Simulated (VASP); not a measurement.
# KF (F-43m) in VASP: relaxation of cell and atoms with PBE

Aim: the relaxation of cell and atoms of KF with PBE.

Program: VASP 6.6.1. These are calculated values, not measurements. Logs are shortened: lines on timing, memory, paths and dates and some standing lists are left out, and cuts for length are marked.

## Step 1: The cell of the first run

Symmetry: F-43m, No. 216, cubic system. Conventional cell: a = 6.048 Å, b = 6.048 Å, c = 6.048 Å, α = 90.00°, β = 90.00°, γ = 90.00°. K (site symmetry -43m) has 4 F at 2.62 Å within 3.5 Å. Within 3.5 Å of F (site symmetry -43m) lie 4 K at 2.62 Å.

The cell was generated, and may not be a known phase.

## Step 2: Relaxation of cell and atoms, PBE

Contents of INCAR:

```
SYSTEM = KF
ALGO = Normal ; EDIFF = 1E-7
EDIFFG = -0.08 ; ENCUT = 1350
GGA = PE ; GGA_COMPAT = .FALSE.
IBRION = 2 ; ISIF = 3
ISMEAR = 0 ; LASPH = .TRUE.
LCHARG = .FALSE. ; LREAL = .FALSE.
LWAVE = .FALSE. ; NELM = 120
NELMIN = 4 ; NSW = 36
PREC = Accurate ; SIGMA = 0.15
```

Contents of KPOINTS:

```
k-points
0
G
  4 4 4
  0 0 0
```

Contents of POSCAR:

```
KF
1.0
    0.0000000000      3.0242355500      3.0242355500
    3.0242355500      0.0000000000      3.0242355500
    3.0242355500      3.0242355500      0.0000000000
K F
1 1
Direct
    0.0000000000      0.0000000000      0.0000000000
    0.2500000000      0.2500000000      0.2500000000
```

Potentials or basis: VASP PAW PBE potentials, release 64 (K_sv, F_h).

Started as:

```sh
$ cat potpaw_PBE.64/K_sv/POTCAR potpaw_PBE.64/F_h/POTCAR > POTCAR
$ mpirun -np 1 vasp_std > vasp.out
```

OUTCAR:

```text
SYSTEM = KF
   EDIFF = 1E-7
   EDIFFG = -0.08
   ENCUT = 1350
   GGA = PE
   IBRION = 2
   ISIF = 3
   ISMEAR = 0
   LASPH = .TRUE.
   LREAL = .FALSE.
   NELM = 120
   NELMIN = 4
   NSW = 36
   PREC = Accurate

 ion  position               nearest neighbor table
   1  0.000  0.000  0.000-   2 2.62   2 2.62   2 2.62   2 2.62
   2  0.250  0.250  0.250-   1 2.62   1 2.62   1 2.62   1 2.62

  LATTYP: Found a face centered cubic cell.
 ALAT       =     6.0484711000

  Lattice vectors:

 A1 = (   0.0000000000,   3.0242355500,   3.0242355500)
 A2 = (   3.0242355500,   0.0000000000,   3.0242355500)
 A3 = (   3.0242355500,   3.0242355500,   0.0000000000)

Analysis of symmetry for initial positions (statically):
=====================================================================
 Subroutine PRICEL returns:
 Original cell was already a primitive cell.

 Routine SETGRP: Setting up the symmetry group for a
 face centered cubic supercell.

 Subroutine GETGRP returns: Found 24 space group operations
 (whereof 24 operations were pure point group operations)
 out of a pool of 48 trial point group operations.

The static configuration has the point symmetry T_d .

Analysis of symmetry for dynamics (positions and initial velocities):
=====================================================================
 Subroutine PRICEL returns:
 Original cell was already a primitive cell.

 Routine SETGRP: Setting up the symmetry group for a
 face centered cubic supercell.

 Subroutine GETGRP returns: Found 24 space group operations
 (whereof 24 operations were pure point group operations)
 out of a pool of 48 trial point group operations.

The dynamic configuration has the point symmetry T_d .

 Subroutine INISYM returns: Found 24 space group operations
 (whereof 24 operations are pure point group operations),
 and found     1 'primitive' translations

----------------------------------------------------------------------------------------

                                     Primitive cell

  volume of cell :      55.3193

  direct lattice vectors                    reciprocal lattice vectors
     0.000000000  3.024235550  3.024235550    -0.165331037  0.165331037  0.165331037
     3.024235550  0.000000000  3.024235550     0.165331037 -0.165331037  0.165331037
     3.024235550  3.024235550  0.000000000     0.165331037  0.165331037 -0.165331037

  length of vectors
     4.276914931  4.276914931  4.276914931     0.286361756  0.286361756  0.286361756

  position of ions in fractional coordinates (direct lattice)
     0.000000000  0.000000000  0.000000000
     0.250000000  0.250000000  0.250000000

  ion indices of the primitive-cell ions
   primitive index   ion index
                 1           1
                 2           2

----------------------------------------------------------------------------------------

 KPOINTS: k-points

Automatic generation of k-mesh.
 Grid dimensions read from file:
 generate k-points for:    4    4    4

 Generating k-lattice:

  Cartesian coordinates                     Fractional coordinates (reciprocal lattice)
    -0.041332759  0.041332759  0.041332759     0.250000000  0.000000000  0.000000000
     0.041332759 -0.041332759  0.041332759     0.000000000  0.250000000  0.000000000
     0.041332759  0.041332759 -0.041332759     0.000000000  0.000000000  0.250000000

  Length of vectors
     0.071590439  0.071590439  0.071590439

  Shift w.r.t. Gamma in fractional coordinates (k-lattice)
     0.000000000  0.000000000  0.000000000

 Subroutine IBZKPT returns following result:
 ===========================================

 Found      8 irreducible k-points:

 Following reciprocal coordinates:
            Coordinates               Weight
  0.000000  0.000000  0.000000      1.000000
  0.250000  0.000000  0.000000      8.000000
  0.500000  0.000000  0.000000      4.000000
  0.250000  0.250000  0.000000      6.000000
  0.500000  0.250000  0.000000     24.000000
 -0.250000  0.250000  0.000000     12.000000
  0.500000  0.500000  0.000000      3.000000
 -0.250000  0.500000  0.250000      6.000000
   k-points           NKPTS =      8   k-points in BZ     NKDIM =      8   number of bands    NBANDS=     12
   number of dos      NEDOS =    301   number of ions     NIONS =      2
   total plane-waves  NPLWV = 157464
   dimension x,y,z NGX =    54 NGY =   54 NGZ =   54
   dimension x,y,z NGXF=   108 NGYF=  108 NGZF=  108
   ions per type =               1   1
   NGX,Y,Z   is equivalent  to a cutoff of  20.99, 20.99, 20.99 a.u.
   NGXF,Y,Z  is equivalent  to a cutoff of  41.98, 41.98, 41.98 a.u.
 SYSTEM =  KF
   PREC   = accura    normal or accurate (medium, high low for compatibility)
   ISTART =      0    job   : 0-new  1-cont  2-samecut
   ICHARG =      2    charge: 1-file 2-atom 10-const
   ISPIN  =      1    spin polarized calculation?
   LNONCOLLINEAR =      F non collinear calculations
   LSORBIT =      F    spin-orbit coupling
   LASPH  =      T    aspherical Exc in radial PAW
   ENCUT  = 1350.0 eV  99.22 Ry    9.96 a.u.  12.81 12.81 12.81*2*pi/ulx,y,z
   NELM   =    120;   NELMIN=  4; NELMDL= -5     # of ELM steps
   EDIFF  = 0.1E-06   stopping-criterion for ELM
   LREAL  =      F    real-space projection
   EDIFFG = -.8E-01   stopping-criterion for IOM
   NSW    =     36    number of steps for IOM
   IBRION =      2    ionic relax: 0-MD 1-quasi-New 2-CG
   NFREE  =      1    steps in history (QN), initial steepest desc. (CG)
   ISIF   =      3    stress and relaxation
   ISYM   =      2    0-nonsym 1-usesym 2-fastsym
   POTIM  = 0.5000    time-step for ionic-motion
   TEBEG  =    0.0;   TEEND  =   0.0 temperature during run
   PSTRESS=    0.0 pullay stress
   NELECT =      16.0000    total number of electrons
   NUPDOWN=      -1.0000    fix difference up-down
   EMIN   =  10.00;   EMAX   =-10.00  energy-range for DOS
   EFERMI =   0.00;   METHOD = LEGACY
   ISMEAR =     0;   SIGMA  =   0.15  broadening in eV -4-tet -1-fermi 0-gaus
   EFERMI_NEDOS =   21; number of points for ismear=-14 and -15
   IALGO  =     38    algorithm
   IMIX   =      4    mixing-type and parameters
     AMIX     =   0.40;   BMIX     =  1.00
     AMIX_MAG =   1.60;   BMIX_MAG =  1.00
  volume/ion in A,a.u.               =      27.66       186.66
  Fermi-wavevector in a.u.,A,eV,Ry     =   1.082653  2.045917 15.947894  1.172137
  Thomas-Fermi vector in A             =   2.218700
   LORBIT       =      0    0 simple, 1 ext, 2 COOP (PROOUT), +10 PAW based schemes
   GGA     = PE    functional components
   LHFCALC =     F    Hartree Fock is set to
   AEXX    =    0.0000 exact exchange contribution
   IVDW    =     0    specifies the selected vdW correction
   LEPSILON=     F    determine dielectric tensor
   LRPA    =     F    only Hartree local field effects (RPA)
 conjugate gradient relaxation of ions
 non-spin polarized calculation
 Gauss-broadening in eV      SIGMA  =   0.15
  energy-cutoff  :     1350.00
  volume of cell :       55.32
 maximum number of plane-waves:      6254
 NGX is ok and might be reduce to    54
   NGX = 25   NGY = 25   NGZ = 25

--------------------------------------- Ionic step        1  -------------------------------------------

 number of electron      16.0000001 magnetization

 Free energy of the ion-electron system (eV)
  ---------------------------------------------------
  ext. energy  EPLUGINS =         0.00000000
  ---------------------------------------------------
  free energy    TOTEN  =        -8.13061579 eV

  energy without entropy =       -8.13061579  energy(sigma->0) =       -8.13061579

------------------------ aborting loop because EDIFF is reached ----------------------------------------

  FORCE on cell =-STRESS in cart. coord.  units (eV):
  Direction    XX          YY          ZZ          XY          YZ          ZX
  --------------------------------------------------------------------------------------
  -------------------------------------------------------------------------------------
  Total       -0.3227625     -0.3227625     -0.3227625      0.0000000      0.0000000      0.0000000
  in kB       -9.3479606     -9.3479606     -9.3479606      0.0000000      0.0000000      0.0000000
  external PRESSURE =      -9.3479606 kB  Pullay stress =       0.0000000 kB

 VOLUME and BASIS-vectors are now :
 -----------------------------------------------------------------------------
  energy-cutoff  :     1350.00
  volume of cell :       55.32
      direct lattice vectors                 reciprocal lattice vectors
     0.000000000  3.024235550  3.024235550    -0.165331037  0.165331037  0.165331037
     3.024235550  0.000000000  3.024235550     0.165331037 -0.165331037  0.165331037
     3.024235550  3.024235550  0.000000000     0.165331037  0.165331037 -0.165331037
[... 37 lines left out ...]
 POSITION                                       TOTAL-FORCE (eV/Angst)
 -----------------------------------------------------------------------------------
      0.00000      0.00000      0.00000         0.000000     -0.000000     -0.000000
      1.50035      1.50035      1.50035        -0.000000      0.000000      0.000000
 -----------------------------------------------------------------------------------
    total drift:                                0.000000      0.000000     -0.000000

  FREE ENERGIE OF THE ION-ELECTRON SYSTEM (eV)
  ---------------------------------------------------
  free  energy   TOTEN  =        -8.1364792193 eV

  energy  without entropy=       -8.1364792193  energy(sigma->0) =       -8.13647922

--------------------------------------- Ionic step        3  -------------------------------------------

 number of electron      16.0000001 magnetization

 Free energy of the ion-electron system (eV)
  ---------------------------------------------------
  ext. energy  EPLUGINS =         0.00000000
  ---------------------------------------------------
  free energy    TOTEN  =        -8.13873259 eV

  energy without entropy =       -8.13873259  energy(sigma->0) =       -8.13873259

 E-fermi :  -2.7832     XC(G=0):  -6.8564

 val. band max:       -3.5680686288   @ k =  -0.2500   0.5000   0.2500
 cond. band min:       1.4804871720   @ k =   0.0000   0.0000   0.0000
 fundamental gap:      5.0485558007
 Fermi energy:        -2.7832467008

 k-point     1 :       0.0000    0.0000    0.0000
  band No.  band energies     occupation
      1     -29.8805      2.00000
      2     -22.0695      2.00000
      3     -13.2961      2.00000
      4     -13.2961      2.00000
      5     -13.2961      2.00000
      6      -3.7456      2.00000
      7      -3.7456      2.00000
      8      -3.7456      2.00000
      9       1.4805      0.00000
     10       8.0284      0.00000
     11       8.0284      0.00000
     12       8.1251      0.00000

 k-point     2 :       0.2500    0.0000    0.0000
  band No.  band energies     occupation
      1     -29.8640      2.00000
      2     -22.1023      2.00000
      3     -13.3452      2.00000
      4     -13.3169      2.00000
      5     -13.3169      2.00000
      6      -3.8181      2.00000
      7      -3.7049      2.00000
      8      -3.7049      2.00000
      9       2.5660      0.00000
     10       7.1537      0.00000
     11       7.4105      0.00000
     12       7.4105      0.00000
[... 110 lines left out ...]
 POSITION                                       TOTAL-FORCE (eV/Angst)
 -----------------------------------------------------------------------------------
      0.00000      0.00000      0.00000         0.000000      0.000000      0.000000
      1.48874      1.48874      1.48874        -0.000000     -0.000000     -0.000000
 -----------------------------------------------------------------------------------
    total drift:                               -0.000000     -0.000000      0.000000

  FREE ENERGIE OF THE ION-ELECTRON SYSTEM (eV)
  ---------------------------------------------------
  free  energy   TOTEN  =        -8.1387325883 eV

  energy  without entropy=       -8.1387325883  energy(sigma->0) =       -8.13873259

 reached required accuracy - stopping structural energy minimisation
```

Run time: 2.6 min. Hardware: 1 thread of Intel Xeon Platinum 8259CL at 2.50GHz (Skylake/Cascade Lake), shared host; peak memory 0.43 GiB.

Results:

| Quantity | Value |
| --- | --- |
| Free energy | -8.1387 eV |
| Relaxed volume | 26.40 Å³/atom |
| Relaxed cell | a = 4.211 Å, b = 4.211 Å, c = 4.211 Å, α = 60.00°, β = 60.00°, γ = 60.00° |
| Space group after relaxing (to 0.1 Å) | F-43m (No. 216) |
| Energy gained by relaxing | 4.1 meV/atom |
| Ionic steps | 3 |
| Pressure after relaxing | -0.1 GPa |
| Band gap on the k mesh | 5.05 eV (least direct gap 5.23 eV) |

Step by step:
```tsv
step	energy change (eV)	largest force (eV/Å)	pressure (GPa)	volume (Å³)
1	0.0000	0.0000	-0.93	55.32
2	-0.0059	0.0000	-0.52	54.04
3	-0.0081	0.0000	-0.05	52.79
```

Final structure:
```cif
data_structure
_symmetry_space_group_name_H-M 'P 1'
_symmetry_Int_Tables_number 1
_cell_length_a 4.2108
_cell_length_b 4.2108
_cell_length_c 4.2108
_cell_angle_alpha 60.000
_cell_angle_beta 60.000
_cell_angle_gamma 60.000
_cell_volume 52.79
loop_
_atom_site_label
_atom_site_type_symbol
_atom_site_fract_x
_atom_site_fract_y
_atom_site_fract_z
_atom_site_occupancy
K1 K 0.00000 0.00000 0.00000 1
F1 F 0.25000 0.25000 0.25000 1
```

Levels at points of the mesh, in eV from the valence-band top:
```
           k point  band 4  band 5  band 6  band 7  band 8  band 9  band 10  band 11  band 12
(0.00, 0.00, 0.00)   -9.73   -9.73   -0.18   -0.18   -0.18    5.05    11.60    11.60    11.69
(0.50, 0.00, 0.00)   -9.77   -9.77   -0.26   -0.10   -0.10    7.86     8.99    10.74    10.74
(0.50, 0.50, 0.00)   -9.83   -9.75   -0.41    0.00    0.00    8.14     8.28    11.99    12.71
```

Caveat: the k points lie up to 0.46 Å⁻¹ apart in the final cell. A k mesh can miss the band edges.
